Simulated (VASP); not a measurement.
# SnSe in VASP: further runs

The runs below take SnSe through single point, with r2SCAN.

Program: VASP 6.6.1. These are calculated values, not measurements. Logs are shortened: lines on timing, memory, paths and dates and some standing lists are left out, and cuts for length are marked.

## Step 1: The cell of the first run

The cell holds a slab with vacuum, 4 atoms: a = 4.285 Å, b = 4.285 Å, c = 10.991 Å, α = 90.00°, β = 90.00°, γ = 90.00°.

## Step 2: Single point, r2SCAN (atom 3 (Se) moved +0.450 Å towards its neighbour atom 2 (Sn) at 3.033 Å)

Input file POSCAR:

```
SnSe
1.0
    4.2853274191      0.0000000000      0.0000000000
    0.0000000000      4.2853274191      0.0000000000
    0.0000000000      0.0000000000     10.9906921300
Sn Se
2 2
Direct
    0.5000000000      0.0000000000      0.3722291100
    0.0000000000      0.5000000000      0.6277708900
    0.4258142136     -0.0741857864      0.6177800963
    0.0000000000      0.5000000000      0.3839605100
```

Input file INCAR.step1:

```
SYSTEM = SnSe
PREC = Accurate ; ENCUT = 520
ISMEAR = 0 ; SIGMA = 0.05
LREAL = .False. ; LASPH = .True.
NELM = 80 ; NBANDS = 28
GGA = PE ; ALGO = Normal
EDIFF = 1E-4 ; LWAVE = .True.
LCHARG = .False.
```

Input file INCAR.step2:

```
SYSTEM = SnSe
PREC = Accurate ; ENCUT = 520
EDIFF = 1E-7 ; ISMEAR = 0
SIGMA = 0.05 ; LREAL = .False.
LASPH = .True. ; NELM = 80
ALGO = Normal ; ISIF = 2
LWAVE = .False. ; LCHARG = .False.
METAGGA = R2SCAN ; LMIXTAU = .True.
NBANDS = 28 ; ISTART = 1
```

Input file KPOINTS:

```
regular mesh
0
Gamma
  6 6 4
  0 0 0
```

Potentials or basis: VASP PAW PBE potentials, release 64 (Sn_d, Se).

On the command line:

```console
$ cat potpaw_PBE.64/Sn_d/POTCAR potpaw_PBE.64/Se/POTCAR > POTCAR
$ cp INCAR.step1 INCAR
$ mpirun -np 1 vasp_std > vasp.out
$ cp INCAR.step2 INCAR
$ mpirun -np 1 vasp_std > vasp.out
```

OUTCAR:

```text
SYSTEM = SnSe
   PREC = Accurate
   ENCUT = 520
   EDIFF = 1E-7
   ISMEAR = 0
   LREAL = .False.
   LASPH = .True.
   NELM = 80
   ISIF = 2
   METAGGA = R2SCAN
   ISTART = 1

 ion  position               nearest neighbor table
   1  0.500  0.000  0.372-   3 2.74   4 3.03   4 3.03   4 3.03   4 3.03
   2  0.000  0.500  0.628-   3 2.58   4 2.68   3 3.07   3 3.07
   3  0.426  0.926  0.618-   2 2.58   1 2.74   2 3.07   2 3.07
   4  0.000  0.500  0.384-   2 2.68   1 3.03   1 3.03   1 3.03   1 3.03

  LATTYP: Found a simple tetragonal cell.
 ALAT       =     4.2853274191
 C/A-ratio  =     2.5647263453

  Lattice vectors:

 A1 = (   4.2853274191,   0.0000000000,   0.0000000000)
 A2 = (   0.0000000000,   4.2853274191,   0.0000000000)
 A3 = (   0.0000000000,   0.0000000000,  10.9906921300)

Analysis of symmetry for initial positions (statically):
=====================================================================
 Subroutine PRICEL returns:
 Original cell was already a primitive cell.

 Routine SETGRP: Setting up the symmetry group for a
 simple tetragonal supercell.

 Subroutine GETGRP returns: Found  2 space group operations
 (whereof  1 operations were pure point group operations)
 out of a pool of 16 trial point group operations.

The static configuration has the point symmetry C_1 .
 The point group associated with its full space group is C_1h.

Analysis of symmetry for dynamics (positions and initial velocities):
=====================================================================
 Subroutine PRICEL returns:
 Original cell was already a primitive cell.

 Routine SETGRP: Setting up the symmetry group for a
 simple tetragonal supercell.

 Subroutine GETGRP returns: Found  2 space group operations
 (whereof  1 operations were pure point group operations)
 out of a pool of 16 trial point group operations.

The dynamic configuration has the point symmetry C_1 .
 The point group associated with its full space group is C_1h.

 Subroutine INISYM returns: Found  2 space group operations
 (whereof  1 operations are pure point group operations),
 and found     1 'primitive' translations

----------------------------------------------------------------------------------------

                                     Primitive cell

  volume of cell :     201.8334

  direct lattice vectors                    reciprocal lattice vectors
     4.285327419  0.000000000  0.000000000     0.233354398  0.000000000  0.000000000
     0.000000000  4.285327419  0.000000000     0.000000000  0.233354398  0.000000000
     0.000000000  0.000000000 10.990692130     0.000000000  0.000000000  0.090986081

  length of vectors
     4.285327419  4.285327419 10.990692130     0.233354398  0.233354398  0.090986081

  position of ions in fractional coordinates (direct lattice)
     0.500000000  0.000000000  0.372229110
     0.000000000  0.500000000  0.627770890
     0.425814214  0.925814214  0.617780096
     0.000000000  0.500000000  0.383960510

  ion indices of the primitive-cell ions
   primitive index   ion index
                 1           1
                 2           2
                 3           3
                 4           4

----------------------------------------------------------------------------------------

 KPOINTS: regular mesh

Automatic generation of k-mesh.
 Grid dimensions read from file:
 generate k-points for:    6    6    4

 Generating k-lattice:

  Cartesian coordinates                     Fractional coordinates (reciprocal lattice)
     0.038892400  0.000000000  0.000000000     0.166666667  0.000000000  0.000000000
     0.000000000  0.038892400  0.000000000     0.000000000  0.166666667  0.000000000
     0.000000000  0.000000000  0.022746520     0.000000000  0.000000000  0.250000000

  Length of vectors
     0.038892400  0.038892400  0.022746520

  Shift w.r.t. Gamma in fractional coordinates (k-lattice)
     0.000000000  0.000000000  0.000000000

 Subroutine IBZKPT returns following result:
 ===========================================

 Found     47 irreducible k-points:

 Following reciprocal coordinates:
            Coordinates               Weight
  0.000000  0.000000  0.000000      1.000000
  0.166667  0.000000  0.000000      4.000000
  0.333333  0.000000  0.000000      4.000000
  0.500000  0.000000  0.000000      2.000000
  0.166667  0.166667  0.000000      2.000000
 -0.166667  0.166667  0.000000      2.000000
[... 16 lines left out ...]
  0.333333  0.166667  0.250000      4.000000
 -0.166667  0.333333  0.250000      4.000000
 [... further k-points ...]
   k-points           NKPTS =     47   k-points in BZ     NKDIM =     47   number of bands    NBANDS=     28
   number of dos      NEDOS =    301   number of ions     NIONS =      4
   total plane-waves  NPLWV =  86016
   dimension x,y,z NGX =    32 NGY =   32 NGZ =   84
   dimension x,y,z NGXF=    64 NGYF=   64 NGZF=  168
   ions per type =               2   2
   NGX,Y,Z   is equivalent  to a cutoff of  12.41, 12.41, 12.71 a.u.
   NGXF,Y,Z  is equivalent  to a cutoff of  24.83, 24.83, 25.41 a.u.
 SYSTEM =  SnSe
   PREC   = accura    normal or accurate (medium, high low for compatibility)
   ISTART =      1    job   : 0-new  1-cont  2-samecut
   ICHARG =      0    charge: 1-file 2-atom 10-const
   ISPIN  =      1    spin polarized calculation?
   LNONCOLLINEAR =      F non collinear calculations
   LSORBIT =      F    spin-orbit coupling
   LASPH  =      T    aspherical Exc in radial PAW
   ENCUT  =  520.0 eV  38.22 Ry    6.18 a.u.   7.97  7.97 20.44*2*pi/ulx,y,z
   NELM   =     80;   NELMIN=  2; NELMDL=  0     # of ELM steps
   EDIFF  = 0.1E-06   stopping-criterion for ELM
   LREAL  =      F    real-space projection
   EDIFFG = 0.1E-05   stopping-criterion for IOM
   NSW    =      0    number of steps for IOM
   IBRION =     -1    ionic relax: 0-MD 1-quasi-New 2-CG
   NFREE  =      0    steps in history (QN), initial steepest desc. (CG)
   ISIF   =      2    stress and relaxation
   ISYM   =      2    0-nonsym 1-usesym 2-fastsym
   POTIM  = 0.5000    time-step for ionic-motion
   TEBEG  =    0.0;   TEEND  =   0.0 temperature during run
   PSTRESS=    0.0 pullay stress
   NELECT =      40.0000    total number of electrons
   NUPDOWN=      -1.0000    fix difference up-down
   EMIN   =  10.00;   EMAX   =-10.00  energy-range for DOS
   EFERMI =   0.00;   METHOD = LEGACY
   ISMEAR =     0;   SIGMA  =   0.05  broadening in eV -4-tet -1-fermi 0-gaus
   EFERMI_NEDOS =   21; number of points for ismear=-14 and -15
   IALGO  =     38    algorithm
   IMIX   =      4    mixing-type and parameters
     AMIX     =   0.40;   BMIX     =  1.00
     AMIX_MAG =   1.60;   BMIX_MAG =  1.00
  volume/ion in A,a.u.               =      50.46       340.51
  Fermi-wavevector in a.u.,A,eV,Ry     =   0.954473  1.803693 12.395171  0.911019
  Thomas-Fermi vector in A             =   2.083223
   LORBIT       =      0    0 simple, 1 ext, 2 COOP (PROOUT), +10 PAW based schemes
   METAGGA = R2SCAN    functional components
   LHFCALC =     F    Hartree Fock is set to
   AEXX    =    0.0000 exact exchange contribution
   IVDW    =     0    specifies the selected vdW correction
   LEPSILON=     F    determine dielectric tensor
   LRPA    =     F    only Hartree local field effects (RPA)
 non-spin polarized calculation
 Gauss-broadening in eV      SIGMA  =   0.05
  energy-cutoff  :      520.00
  volume of cell :      201.83
 maximum number of plane-waves:      5480
   NGX = 15   NGY = 15   NGZ = 41

 number of electron      40.0000021 magnetization

 Free energy of the ion-electron system (eV)
  ---------------------------------------------------
  ext. energy  EPLUGINS =         0.00000000
  ---------------------------------------------------
  free energy    TOTEN  =       -79.36140475 eV

  energy without entropy =      -79.36140475  energy(sigma->0) =      -79.36140475

 E-fermi :   0.7348     XC(G=0):  -6.2039

 val. band max:        0.4280218652   @ k =   0.5000   0.0000   0.0000
 cond. band min:       1.9603745439   @ k =   0.5000   0.0000   0.0000
 fundamental gap:      1.5323526787
 Fermi energy:         0.7348425898

 k-point     1 :       0.0000    0.0000    0.0000
  band No.  band energies     occupation
      1     -21.4139      2.00000
      2     -21.4085      2.00000
      3     -21.3889      2.00000
      4     -21.3629      2.00000
      5     -21.3619      2.00000
      6     -21.1969      2.00000
[... 20 lines left out ...]
     27       6.1069      0.00000
     28       7.0098      0.00000

 k-point     2 :       0.1667    0.0000    0.0000
  band No.  band energies     occupation
      1     -21.4117      2.00000
      2     -21.4104      2.00000
      3     -21.3868      2.00000
      4     -21.3635      2.00000
      5     -21.3621      2.00000
      6     -21.1993      2.00000
[... 20 lines left out ...]
     27       6.1779      0.00000
     28       6.4208      0.00000

 k-point     3 :       0.3333    0.0000    0.0000
  band No.  band energies     occupation
      1     -21.4143      2.00000
      2     -21.4080      2.00000
      3     -21.3821      2.00000
      4     -21.3649      2.00000
      5     -21.3621      2.00000
      6     -21.2039      2.00000
[... 20 lines left out ...]
     27       5.8828      0.00000
     28       7.4870      0.00000

 k-point     4 :       0.5000    0.0000    0.0000
  band No.  band energies     occupation
      1     -21.4163      2.00000
      2     -21.4064      2.00000
      3     -21.3797      2.00000
      4     -21.3656      2.00000
      5     -21.3621      2.00000
      6     -21.2061      2.00000
[... 578 lines left out ...]
     27       5.8908      0.00000
     28       7.2310      0.00000

 k-point    23 :       0.3333    0.1667    0.2500
  band No.  band energies     occupation
      1     -21.4179      2.00000
      2     -21.4052      2.00000
      3     -21.3813      2.00000
      4     -21.3650      2.00000
      5     -21.3628      2.00000
      6     -21.2077      2.00000
[... 20 lines left out ...]
     27       6.3019      0.00000
     28       6.9207      0.00000

 k-point    24 :      -0.1667    0.3333    0.2500
  band No.  band energies     occupation
      1     -21.4178      2.00000
      2     -21.4052      2.00000
      3     -21.3814      2.00000
      4     -21.3650      2.00000
      5     -21.3628      2.00000
      6     -21.2075      2.00000
[... 20 lines left out ...]
     27       6.2721      0.00000
     28       7.0784      0.00000

 [... further k-points ...]
[... 5 lines left out ...]
  --------------------------------------------------------------------------------------
  -------------------------------------------------------------------------------------
  Total        1.5394402      1.5394402      0.3535049      1.4714533      0.9267018      0.9267100
  in kB       12.2202568     12.2202568      2.8061632     11.6805694      7.3562680      7.3563331
  external PRESSURE =       9.0822256 kB  Pullay stress =       0.0000000 kB

 VOLUME and BASIS-vectors are now :
 -----------------------------------------------------------------------------
  energy-cutoff  :      520.00
  volume of cell :      201.83
      direct lattice vectors                 reciprocal lattice vectors
     4.285327419  0.000000000  0.000000000     0.233354398  0.000000000  0.000000000
     0.000000000  4.285327419  0.000000000     0.000000000  0.233354398  0.000000000
     0.000000000  0.000000000 10.990692130     0.000000000  0.000000000  0.090986081

 POSITION                                       TOTAL-FORCE (eV/Angst)
 -----------------------------------------------------------------------------------
      2.14266      0.00000      4.09106         0.034721      0.034721      0.066721
      0.00000      2.14266      6.89964        -0.612349     -0.612349      0.194356
      1.82475      3.96742      6.78983         1.000582      1.000582     -0.045484
      0.00000      2.14266      4.21999        -0.422953     -0.422953     -0.215594
 -----------------------------------------------------------------------------------
    total drift:                               -0.000356     -0.000356      0.000491

  FREE ENERGIE OF THE ION-ELECTRON SYSTEM (eV)
  ---------------------------------------------------
  free  energy   TOTEN  =       -79.3614047517 eV

  energy  without entropy=      -79.3614047517  energy(sigma->0) =      -79.36140475
```

Run time: 8.2 min. Hardware: 1 thread of Intel Xeon 6975P-C (Granite Rapids), shared host; peak memory 0.46 GiB.

What came out:

```
Free energy            : -79.3614 eV
Largest force          : 1.416 eV/Å
Band gap on the k mesh : 1.53 eV, direct
```

Forces on the atoms (eV/Å):
```
Sn   0.035  0.035  0.067
Sn  -0.612 -0.612  0.194
Se   1.001  1.001 -0.045
Se  -0.423 -0.423 -0.216
```

Caveat: the cell differs from its parent crystal (atom 3 (Se) moved +0.450 Å towards its neighbour atom 2 (Sn) at 3.033 Å); the PAW data sets were made with another functional, which shifts forces and pressure a little; spin-orbit coupling is left out, which moves the levels of the heavy elements.

## Step 3: Single point, r2SCAN (atom 3 (Se) moved -0.270 Å towards its neighbour atom 2 (Sn) at 3.033 Å)

Changes to POSCAR since step 2:

```diff
@@ -10,3 +10,3 @@
     0.0000000000      0.5000000000      0.6277708900
-    0.4258142136     -0.0741857864      0.6177800963
+    0.5445114718      0.0445114718      0.6149951262
     0.0000000000      0.5000000000      0.3839605100
```

Input file INCAR.step1:

```
ALGO     = Normal         # electronic algorithm
EDIFF    = 1E-4           # SCF threshold, eV
ENCUT    = 520            # plane-wave cutoff, eV
GGA      = PE             # functional
ISMEAR   = 0              # smearing method
LASPH    = True           # aspherical terms in the spheres
LCHARG   = False          # write CHGCAR
LREAL    = False          # projectors in reciprocal space
LWAVE    = True           # write WAVECAR
NBANDS   = 28             # bands
NELM     = 100            # most SCF steps
PREC     = Accurate       # precision mode
SIGMA    = 0.05           # smearing width, eV
```

Input file INCAR.step2:

```
ALGO     = Normal         # electronic algorithm
EDIFF    = 1E-6           # SCF threshold, eV
ENCUT    = 520            # plane-wave cutoff, eV
ISIF     = 2              # what is computed and relaxed
ISMEAR   = 0              # smearing method
ISTART   = 1            
LASPH    = True           # aspherical terms in the spheres
LCHARG   = False          # write CHGCAR
LMIXTAU  = True         
LREAL    = False          # projectors in reciprocal space
LWAVE    = False          # write WAVECAR
METAGGA  = R2SCAN         # meta-GGA
NBANDS   = 28             # bands
NELM     = 100            # most SCF steps
PREC     = Accurate       # precision mode
SIGMA    = 0.05           # smearing width, eV
```

Input file KPOINTS:

```
k-points
0
Gamma
  6 6 4
```

Potentials or basis: VASP PAW PBE potentials, release 64 (Sn_d, Se).

On the command line:

```console
$ cat potpaw_PBE.64/Sn_d/POTCAR potpaw_PBE.64/Se/POTCAR > POTCAR
$ cp INCAR.step1 INCAR
$ mpirun -np 1 vasp_std > vasp.out
$ cp INCAR.step2 INCAR
$ mpirun -np 1 vasp_std > vasp.out
```

It took 22 min on 1 thread of Oxide Virtual Turin-like, shared host; peak memory 0.43 GiB.

It converged, with:

```
Free energy            : -79.5202 eV
Largest force          : 0.495 eV/Å
Band gap on the k mesh : 1.72 eV, indirect (least direct gap 1.76 eV)
```

Forces on the atoms (eV/Å):
```
Sn  -0.043 -0.043 -0.098
Sn   0.093  0.093  0.062
Se  -0.343 -0.343  0.102
Se   0.293  0.293 -0.066
```

Levels at points of the mesh, in eV from the valence-band top:
```csv
k point,band 18,band 19,band 20,band 21,band 22,band 23
"(0.00, 0.00, 0.00)",-1.80,-1.76,-0.23,1.95,3.81,4.21
"(0.50, 0.00, 0.00)",-1.48,-0.14,-0.04,1.72,1.85,2.34
"(0.50, 0.50, 0.00)",-3.22,-1.74,-1.69,3.85,4.06,5.21
"(0.00, 0.00, 0.50)",-1.80,-1.76,-0.23,1.81,3.81,4.85
"(0.50, 0.00, 0.50)",-1.48,-0.14,-0.04,1.73,1.85,2.35
"(0.50, 0.50, 0.50)",-3.22,-1.74,-1.68,3.83,4.03,5.28
```

Caveat: the cell differs from its parent crystal (atom 3 (Se) moved -0.270 Å towards its neighbour atom 2 (Sn) at 3.033 Å); the PAW data sets were made with another functional, which shifts forces and pressure a little; spin-orbit coupling is left out, which moves the levels of the heavy elements.

## Step 4: Single point, r2SCAN (atom 3 (Se) moved +0.180 Å towards its neighbour atom 2 (Sn) at 3.033 Å)

Changes to POSCAR since step 3:

```diff
@@ -10,3 +10,3 @@
     0.0000000000      0.5000000000      0.6277708900
-    0.5445114718      0.0445114718      0.6149951262
+    0.4703256854     -0.0296743146      0.6167357325
     0.0000000000      0.5000000000      0.3839605100
```

Input file INCAR.step1:

```
SYSTEM = SnSe
ALGO = Normal
EDIFF = 1E-4
ENCUT = 520
GGA = PE
ISMEAR = 0
LASPH = .TRUE.
LCHARG = .FALSE.
LREAL = .FALSE.
LWAVE = .TRUE.
NBANDS = 28
NELM = 80
PREC = Accurate
SIGMA = 0.05
```

Input file INCAR.step2:

```
SYSTEM = SnSe
ALGO = Normal
EDIFF = 1E-7
ENCUT = 520
ISIF = 2
ISMEAR = 0
ISTART = 1
LASPH = .TRUE.
LCHARG = .FALSE.
LMIXTAU = .TRUE.
LREAL = .FALSE.
LWAVE = .FALSE.
METAGGA = R2SCAN
NBANDS = 28
NELM = 80
PREC = Accurate
SIGMA = 0.05
```

Input file KPOINTS:

```
k-points
0
G
  6 6 4
  0 0 0
```

On the command line:

```console
$ cat potpaw_PBE.64/Sn_d/POTCAR potpaw_PBE.64/Se/POTCAR > POTCAR
$ cp INCAR.step1 INCAR
$ mpirun -np 1 vasp_std > vasp.out
$ cp INCAR.step2 INCAR
$ mpirun -np 1 vasp_std > vasp.out
```

Wall time 30 min (1 thread of Oxide Virtual Turin-like, shared host); peak memory 0.43 GiB.

Results (log left out):

| Property | Result |
| --- | --- |
| Free energy | -79.5528 eV |
| Largest force | 0.285 eV/Å |
| Band gap on the k mesh | 1.76 eV, indirect (least direct gap 1.79 eV) |

Forces on the atoms (eV/Å):
```
Sn   0.030  0.030  0.020
Sn  -0.003 -0.003  0.051
Se   0.173  0.173 -0.031
Se  -0.199 -0.199 -0.040
```

Levels at points of the mesh, in eV from the valence-band top:
```csv
k point,band 17,band 18,band 19,band 20,band 21,band 22,band 23,band 24
"(0.00, 0.00, 0.00)",-3.13,-1.81,-1.80,-0.28,1.92,4.02,4.20,4.84
"(0.50, 0.00, 0.00)",-1.77,-1.53,-0.11,-0.09,1.76,1.84,2.28,2.61
"(0.50, 0.50, 0.00)",-3.31,-3.28,-1.76,-1.74,3.90,4.03,5.19,5.26
"(0.00, 0.00, 0.50)",-3.13,-1.81,-1.80,-0.28,1.79,4.02,4.82,4.88
"(0.50, 0.00, 0.50)",-1.77,-1.53,-0.11,-0.09,1.76,1.84,2.29,2.61
"(0.50, 0.50, 0.50)",-3.31,-3.28,-1.76,-1.73,3.87,4.00,5.25,5.30
```

Caveat: the cell differs from its parent crystal (atom 3 (Se) moved +0.180 Å towards its neighbour atom 2 (Sn) at 3.033 Å); the PAW data sets were made with another functional, which shifts forces and pressure a little; spin-orbit coupling is left out, which moves the levels of the heavy elements.

(Part 1 of 2 ends here.)
